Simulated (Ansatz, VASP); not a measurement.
Two plane-wave programs on MgS

```
Mg S
1.0
     4.03775    0.00000    0.00000
    -2.01888    3.49680    0.00000
     0.00000    0.00000   16.37209
Mg S
5 5
Direct
  0.00000 0.00000 0.00037
  0.33333 0.66667 0.19959
  0.00000 0.00000 0.39881
  0.66667 0.33333 0.59936
  0.33333 0.66667 0.79985
  0.00000 0.00000 0.15089
  0.33333 0.66667 0.35015
  0.00000 0.00000 0.54983
  0.66667 0.33333 0.75034
  0.33333 0.66667 0.95083
```

Alike in both runs: functional PBE; k mesh 9 × 9 × 2; occupations gaussian, width 0.02 eV; no spin polarisation.

Ansatz relaxed the structure, and its values are those at the end. VASP's run is a single point on that final structure, the one shown.

|  | VASP | Ansatz |
| --- | --- | --- |
| version | VASP 6.6.1 | Ansatz 0.2.0 |
| potentials or method | VASP PAW PBE potentials, release 64 (Mg, S), cutoff 520 eV | scalar-relativistic, plane waves, PAW |
| valence electrons in the cell | 40 | 80 |

|  | VASP | Ansatz | Ansatz less VASP |
| --- | --- | --- | --- |
| gap on the k mesh at the Fermi level (eV) | 3.36 | 3.37 | +0.008 |
| least direct gap on the mesh (eV) | 3.36 | 3.37 | +0.008 |
| pressure (GPa) | -0.2 | 0.0 | +0.15 |

With one functional, cell and mesh, what is left measures potentials, basis and numerics. VASP's potentials hold 40 valence electrons a cell and Ansatz's 80, so a difference there can come from the potentials and not from the codes.
